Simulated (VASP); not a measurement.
# Al3In5As8 (P1) in VASP: a series of runs, part 2 of 2

VASP 6.6.1. The steps go on from the part before.

**3. Single point, HSE06**

POSCAR reads:

```
Al3In5As8
1.0
   11.8546860000      0.0000000000      0.0000000000
    0.0000000000     11.8546860000      0.0000000000
    0.0000000000      0.0000000000     11.8546860000
In Al As
20 12 32
Direct
    0.0003420000      0.9905540000      0.0002280000
    0.0023670000      0.9936600000      0.4997720000
    0.4996450000      0.9937820000      0.0029510000
    0.4974910000      0.9947160000      0.4979820000
    0.4999490000      0.5059310000      0.4956430000
    0.2505230000      0.2562500000      0.0033980000
    0.2478600000      0.2553110000      0.4983290000
    0.7506310000      0.2591270000      0.0013680000
    0.7530410000      0.2563020000      0.5012120000
    0.7535020000      0.7446300000      0.4973310000
    0.2496510000      0.9906440000      0.2499700000
    0.2480500000      0.9924570000      0.7501550000
    0.2460470000      0.5073620000      0.7519050000
    0.7498000000      0.9921630000      0.2481860000
    0.7521950000      0.9962320000      0.7526590000
    0.0005940000      0.2581620000      0.2509600000
    0.9986180000      0.2574080000      0.7505950000
    0.5001970000      0.2572520000      0.2492030000
    0.5030200000      0.2544180000      0.7537140000
    0.4989490000      0.7471610000      0.7540020000
    0.9972110000      0.5078560000      0.0014980000
    0.9991260000      0.5062780000      0.4970560000
    0.5011670000      0.5065440000      0.0038790000
    0.2461340000      0.7427380000      0.0029430000
    0.2434720000      0.7440150000      0.4942580000
    0.7511460000      0.7411060000      0.0015620000
    0.2473150000      0.5076670000      0.2474340000
    0.7511770000      0.5063790000      0.2454830000
    0.7532160000      0.5049180000      0.7536260000
    0.9997660000      0.7407140000      0.2464970000
    0.9989650000      0.7430400000      0.7509730000
    0.4958080000      0.7426630000      0.2447980000
    0.1242030000      0.1234650000      0.1260910000
    0.1238890000      0.1260560000      0.6257780000
    0.1231700000      0.6240810000      0.1240050000
    0.1172160000      0.6305070000      0.6181020000
    0.6253670000      0.1262310000      0.1247290000
    0.6253350000      0.1235340000      0.6244730000
    0.6253430000      0.6252340000      0.1257690000
    0.6312420000      0.6198000000      0.6317570000
    0.3752550000      0.3927070000      0.1267600000
    0.3747320000      0.3796370000      0.6259660000
    0.3722460000      0.8579600000      0.1224260000
    0.3659770000      0.8614220000      0.6163500000
    0.8761560000      0.3922950000      0.1253360000
    0.8764510000      0.3932080000      0.6253930000
    0.8746510000      0.8561100000      0.1247890000
    0.8813820000      0.8656540000      0.6317820000
    0.3731660000      0.1257380000      0.3723690000
    0.3740900000      0.1234980000      0.8760520000
    0.3672540000      0.6305510000      0.3675680000
    0.3740220000      0.6253900000      0.8895090000
    0.8753300000      0.1235070000      0.3743810000
    0.8759230000      0.1263980000      0.8776830000
    0.8803260000      0.6182570000      0.3661490000
    0.8756540000      0.6251120000      0.8760330000
    0.1262000000      0.3928690000      0.3751700000
    0.1172940000      0.3858840000      0.8839410000
    0.1205370000      0.8578080000      0.3709940000
    0.1247840000      0.8557650000      0.8746790000
    0.6338330000      0.3858280000      0.3675640000
    0.6254020000      0.3930590000      0.8771730000
    0.6161570000      0.8616110000      0.3667810000
    0.6328550000      0.8657020000      0.8835580000
```

INCAR.step1 reads:

```
PREC = Accurate ; ENCUT = 400
EDIFF = 1E-5 ; ISMEAR = -1
SIGMA = 0.05 ; LREAL = Auto
LASPH = True ; NELM = 120
ALGO = Normal ; ISIF = 2
LWAVE = True ; GGA = PE
ISYM = -1 ; NBANDS = 266
GGA_COMPAT = False ; KPAR = 1
```

INCAR.step2 reads:

```
PREC = Accurate ; ENCUT = 400
EDIFF = 1E-6 ; ISMEAR = -1
SIGMA = 0.05 ; LREAL = Auto
LASPH = True ; NELM = 120
ALGO = Normal ; ISIF = 2
LWAVE = False ; LCHARG = True
GGA = PE ; LHFCALC = True
HFSCREEN = 0.2079 ; PRECFOCK = Fast
LELF = True ; LVHAR = True
ISTART = 1 ; ISYM = -1
NBANDS = 266 ; GGA_COMPAT = False
KPAR = 1
```

KPOINTS reads:

```
explicit points
1
Reciprocal
  0.25000000   0.25000000   0.25000000 1
```

Potentials or basis: VASP PAW PBE potentials, release 64 (In_d, Al, As).

On the command line:

```console
cat potpaw_PBE.64/In_d/POTCAR potpaw_PBE.64/Al/POTCAR potpaw_PBE.64/As/POTCAR > POTCAR
cp INCAR.step1 INCAR
mpirun -np 4 vasp_std > vasp.out
cp INCAR.step2 INCAR
mpirun -np 4 vasp_std > vasp.out
```

OUTCAR:

```text
PREC = Accurate
   ENCUT = 400
   EDIFF = 1E-6
   ISMEAR = -1
   LREAL = Auto
   LASPH = True
   NELM = 120
   ISIF = 2
   GGA = PE
   LHFCALC = True
   HFSCREEN = 0.2079
   PRECFOCK = Fast
   ISTART = 1
   ISYM = -1

 ion  position               nearest neighbor table
   1  0.000  0.991  0.000-  33 2.62  54 2.62  47 2.63  60 2.64
   2  0.002  0.994  0.500-  34 2.60  48 2.61  53 2.62  59 2.62
   3  0.500  0.994  0.003-  37 2.60  64 2.61  50 2.62  43 2.62
   4  0.497  0.995  0.498-  49 2.61  38 2.62  63 2.62  44 2.63
   5  0.500  0.506  0.496-  42 2.61  40 2.62  61 2.62  51 2.64
   6  0.251  0.256  0.003-  33 2.61  58 2.62  50 2.63  41 2.63
[... 56 lines left out ...]
  63  0.616  0.862  0.367-  32 2.47  14 2.62   4 2.62  10 2.64
  64  0.633  0.866  0.884-  26 2.47   3 2.61  15 2.61  20 2.62

IMPORTANT INFORMATION: All symmetrisations will be switched off!
NOSYMM: (Re-)initialisation of all symmetry stuff for point group C_1.

----------------------------------------------------------------------------------------

                                     Primitive cell

  volume of cell :    1665.9815

  direct lattice vectors                    reciprocal lattice vectors
    11.854686000  0.000000000  0.000000000     0.084354828  0.000000000  0.000000000
     0.000000000 11.854686000  0.000000000     0.000000000  0.084354828  0.000000000
     0.000000000  0.000000000 11.854686000     0.000000000  0.000000000  0.084354828

  length of vectors
    11.854686000 11.854686000 11.854686000     0.084354828  0.084354828  0.084354828

  position of ions in fractional coordinates (direct lattice)
     0.000342000  0.990554000  0.000228000
     0.002367000  0.993660000  0.499772000
     0.499645000  0.993782000  0.002951000
     0.497491000  0.994716000  0.497982000
     0.499949000  0.505931000  0.495643000
[... 184 lines left out ...]
   ENCUT4O =  -1.0   cutoff for four orbital integrals eV
   NKREDX  =     1    reduce k-point grid by
   NKREDY  =     1    reduce k-point grid by
   NKREDZ  =     1    reduce k-point grid by
   AEXX    =    0.2500 exact exchange contribution
   HFSCREEN=    0.2079 screening length (either q_TF or 0.3 A-1)
   HFSCREENC=   0.2079 screening length for correlation (either q_TF or 0.3 A-1)
   ENCUTFOCK=  -1.0 apply spherical cutoff to Coloumb kernel
   IVDW    =     0    specifies the selected vdW correction
   LEPSILON=     F    determine dielectric tensor
   LRPA    =     F    only Hartree local field effects (RPA)
 non-spin polarized calculation
  energy-cutoff  :      400.00
  volume of cell :     1665.98
 maximum number of plane-waves:     30298
 NGX is ok and might be reduce to    80
  NGX = 40; NGY = 40; NGZ = 40

 number of electron     455.9999959 magnetization

 Free energy of the ion-electron system (eV)
  ---------------------------------------------------
  ext. energy  EPLUGINS =         0.00000000
  ---------------------------------------------------
  free energy    TOTEN  =      -315.53689477 eV

  energy without entropy =     -315.53689477  energy(sigma->0) =     -315.53689477

 E-fermi :   4.7793     XC(G=0):  -7.5514

 val. band max:        3.6419755903   @ k =   0.2500   0.2500   0.2500
 cond. band min:       5.9039800983   @ k =   0.2500   0.2500   0.2500
 fundamental gap:      2.2620045079
 Fermi energy:         4.7793233233

 k-point     1 :       0.2500    0.2500    0.2500
  band No.  band energies     occupation
      1     -12.3278      2.00000
      2     -12.3119      2.00000
      3     -12.3067      2.00000
      4     -12.3039      2.00000
      5     -12.2987      2.00000
      6     -12.2941      2.00000
[... 232 lines left out ...]
    239       6.8264      0.00000
    240       6.8542      0.00000
 [bands above 240 left out]

------------------------ aborting loop because EDIFF is reached ----------------------------------------

  FORCE on cell =-STRESS in cart. coord.  units (eV):
  Direction    XX          YY          ZZ          XY          YZ          ZX
  --------------------------------------------------------------------------------------
  -------------------------------------------------------------------------------------
  Total        2.7687821      3.8329904      2.9217985     -4.4728505     -4.4472826     -4.3243551
  in kB        2.6627427      3.6861937      2.8098988     -4.3015482     -4.2769596     -4.1587400
  external PRESSURE =       3.0529450 kB  Pullay stress =       0.0000000 kB

 VOLUME and BASIS-vectors are now :
 -----------------------------------------------------------------------------
  energy-cutoff  :      400.00
  volume of cell :     1665.98
      direct lattice vectors                 reciprocal lattice vectors
    11.854686000  0.000000000  0.000000000     0.084354828  0.000000000  0.000000000
     0.000000000 11.854686000  0.000000000     0.000000000  0.084354828  0.000000000
     0.000000000  0.000000000 11.854686000     0.000000000  0.000000000  0.084354828

 POSITION                                       TOTAL-FORCE (eV/Angst)
 -----------------------------------------------------------------------------------
      0.00405     11.74271      0.00270        -0.006744     -0.005397      0.007361
      0.02806     11.77953      5.92464        -0.008942      0.002893     -0.005684
      5.92313     11.78097      0.03498         0.004155      0.005768      0.001888
      5.89760     11.79205      5.90342        -0.012141     -0.010184     -0.017498
      5.92674      5.99765      5.87569         0.003459     -0.011262      0.017782
      2.96987      3.03776      0.04028        -0.002334     -0.001313     -0.002863
[... 56 lines left out ...]
      7.30435     10.21413      4.34807        -0.007887      0.004213      0.003625
      7.50230     10.26263     10.47430         0.024287     -0.029666      0.021213
 -----------------------------------------------------------------------------------
    total drift:                               -0.041329     -0.029623      0.009920

  FREE ENERGIE OF THE ION-ELECTRON SYSTEM (eV)
  ---------------------------------------------------
  free  energy   TOTEN  =      -315.5368947715 eV

  energy  without entropy=     -315.5368947707  energy(sigma->0) =     -315.53689477
```

Run time: 10 min. Hardware: 4 MPI ranks of AMD EPYC 9R45 (Zen 5), shared host; peak memory 0.86 GiB.

What came out:

- Free energy: -315.5369 eV
- Pressure: 0.3 GPa
- Largest force: 0.051 eV/Å
- Band gap on the k mesh: 2.26 eV

Forces on the atoms (eV/Å):
```
In  -0.007 -0.005  0.007
In  -0.009  0.003 -0.006
In   0.004  0.006  0.002
In  -0.012 -0.010 -0.017
In   0.003 -0.011  0.018
In  -0.002 -0.001 -0.003
In   0.011 -0.010  0.011
In   0.019 -0.006  0.003
In   0.000  0.002 -0.003
In   0.002 -0.012  0.000
In  -0.009  0.008 -0.013
In  -0.009  0.003 -0.012
In   0.006 -0.011  0.008
In  -0.011  0.015 -0.004
In   0.006  0.009  0.011
In   0.000 -0.009 -0.002
In   0.004  0.001  0.017
In   0.006 -0.007  0.001
In  -0.009  0.013 -0.012
In   0.010 -0.021 -0.009
Al   0.016 -0.013  0.004
Al   0.003  0.024 -0.002
Al   0.003  0.021  0.006
Al   0.004 -0.010 -0.007
Al   0.005  0.017 -0.005
Al   0.000  0.024 -0.009
Al   0.001  0.017  0.003
Al   0.002 -0.013  0.022
Al  -0.011  0.031 -0.008
Al   0.005 -0.004 -0.003
Al   0.015  0.000 -0.006
Al  -0.002  0.013  0.006
As  -0.001 -0.015  0.017
As   0.004  0.001 -0.003
As  -0.018  0.008 -0.012
As  -0.026  0.004 -0.018
As  -0.005 -0.002 -0.005
As   0.013 -0.006  0.002
As  -0.007 -0.016 -0.015
As   0.013 -0.001  0.028
As  -0.007  0.005 -0.004
As   0.003 -0.001 -0.004
As   0.009 -0.005  0.016
As   0.001 -0.003 -0.006
As  -0.016  0.025 -0.022
As  -0.014  0.003 -0.006
As   0.024 -0.022  0.015
As   0.003 -0.021  0.007
As   0.008  0.007 -0.004
As   0.001 -0.008  0.013
As  -0.020  0.014 -0.020
As  -0.007 -0.007  0.027
As   0.016 -0.018 -0.001
As  -0.016  0.010 -0.001
As   0.009 -0.008 -0.023
As  -0.011 -0.009 -0.001
As  -0.007  0.011 -0.006
As  -0.032  0.017  0.018
As   0.008 -0.017  0.017
As   0.013 -0.022  0.016
As   0.023  0.025 -0.038
As  -0.018  0.010 -0.012
As  -0.008  0.004  0.004
As   0.024 -0.030  0.021
```

Caveat: the PAW data sets were made with another functional, which shifts forces and pressure a little; spin-orbit coupling is left out, which moves the levels of the heavy elements; a shifted mesh leaves out Γ, where band edges can lie.
